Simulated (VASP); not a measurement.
**H2C18O: single point with PBE**

H2C18O, a slab with vacuum:

```
C O H
1.0
     7.39800    0.00000    0.00000
    -3.69900    6.40686    0.00000
     0.00000    0.00000   11.00000
C O H
18 1 2
Direct
  0.01346 0.00422 0.06530
  0.23439 0.11477 0.06525
  0.01151 0.33782 0.06508
  0.23639 0.45020 0.06515
  0.01355 0.67305 0.06512
  0.23422 0.78337 0.06525
  0.34467 0.00434 0.06532
  0.56963 0.11688 0.06541
  0.34685 0.33972 0.06521
  0.56756 0.45008 0.06520
  0.34669 0.67088 0.06525
  0.56766 0.78131 0.06540
  0.68015 0.00631 0.06555
  0.90103 0.11678 0.06538
  0.68009 0.33766 0.06515
  0.90111 0.44816 0.06500
  0.67809 0.67103 0.06527
  0.90306 0.78351 0.06523
  0.88301 0.24493 0.39258
  0.76769 0.24376 0.43524
  0.82130 0.17341 0.31676
```

```json
{"Program": "VASP 6.6.1", "Task": "single point", "Functional": "PBE", "Potentials or basis": "VASP PAW PBE potentials, release 64 (C, O, H)", "Cutoff": "520 eV", "k mesh": "2 × 2 × 1", "Occupations": "gaussian, width 0.05 eV", "Spin": "no spin polarisation"}
```

| Property | Result |
| --- | --- |
| Largest force | 0.128 eV/Å |
| Band gap on the k mesh | 0.22 eV, direct |

Forces in eV/Å, atoms in the order of the input:
```
C   -0.002  0.001 -0.003
C   -0.007  0.004  0.001
C    0.002  0.006  0.000
C   -0.009 -0.005  0.000
C   -0.006  0.001 -0.001
C   -0.001  0.005  0.002
C   -0.005  0.000  0.002
C    0.000 -0.008 -0.001
C    0.006 -0.008 -0.001
C    0.004  0.001 -0.002
C   -0.001  0.003  0.000
C   -0.001  0.009  0.000
C   -0.007 -0.006  0.001
C    0.015 -0.007  0.001
C   -0.003  0.008  0.004
C    0.001  0.001 -0.001
C    0.015 -0.001 -0.001
C   -0.007  0.003  0.002
O    0.054  0.024  0.015
H   -0.078  0.022  0.096
H    0.029 -0.050 -0.115
```

Levels at points of the mesh, in eV from the valence-band top:
| k point | band 36 | band 37 | band 38 | band 39 | band 40 | band 41 | band 42 | band 43 | band 44 | band 45 |
| --- | --- | --- | --- | --- | --- | --- | --- | --- | --- | --- |
| (0.00, 0.00, 0.00) | -2.93 | -2.93 | -2.66 | -0.01 | 0.00 | 0.22 | 0.22 | 2.96 | 4.38 | 4.95 |
| (0.50, 0.00, 0.00) | -2.57 | -2.56 | -2.52 | -2.51 | -2.25 | 1.78 | 2.59 | 2.60 | 2.66 | 2.68 |
| (0.00, 0.50, 0.00) | -2.57 | -2.54 | -2.53 | -2.51 | -2.25 | 1.79 | 2.58 | 2.60 | 2.65 | 2.67 |
| (0.50, 0.50, 0.00) | -2.58 | -2.56 | -2.51 | -2.50 | -2.25 | 1.79 | 2.59 | 2.60 | 2.65 | 2.67 |

It took 2.9 min on 1 thread of Intel(R) Xeon(R) Platinum 8488C (Sapphire Rapids), on a shared host, peak memory 0.6 GiB.

Caveat: the k points lie up to 0.49 Å⁻¹ apart.
